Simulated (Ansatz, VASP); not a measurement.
## KC: VASP beside Ansatz

```
K C
1.0
     4.03894   -6.17967    0.00000
     4.03894    6.17967    0.00000
     0.00000    0.00000    4.02677
K C
4 4
Direct
  0.75000 0.25000 0.50000
  0.00000 0.00000 0.50000
  0.50000 0.50000 0.50000
  0.25000 0.75000 0.50000
  0.44872 0.05129 0.00000
  0.94871 0.55128 0.00000
  0.55128 0.94871 0.00000
  0.05129 0.44872 0.00000
```

Change from the starting cell: species swapped into the VIr type (Cmmm, No. 65).

Alike in both runs: functional PBE; k mesh 3 × 3 × 5; occupations gaussian, width 0.2 eV; no spin polarisation.

Ansatz relaxed the structure, and its values are those at the end. VASP's run is a single point on that final structure, the one shown.

```csv
,VASP,Ansatz
version,VASP 6.6.1,Ansatz 0.2.0
potentials or method,"VASP PAW PBE potentials, release 64 (K_sv, C), cutoff 520 eV","scalar-relativistic, plane waves, PAW"
valence electrons in the cell,52,52
```

VASP gave:

- gap on the k mesh at the Fermi level (eV): 2.51
- least direct gap on the mesh (eV): 2.82
- pressure (GPa): 0.2
- rms of the force components (eV/Å): 0.046

Question: Which values does Ansatz return?

Answer: gap on the k mesh at the Fermi level (eV): 2.51; least direct gap on the mesh (eV): 2.83; pressure (GPa): 0.1; rms of the force components (eV/Å): 0.002.

With one functional, cell and mesh, what is left measures potentials, basis and numerics.
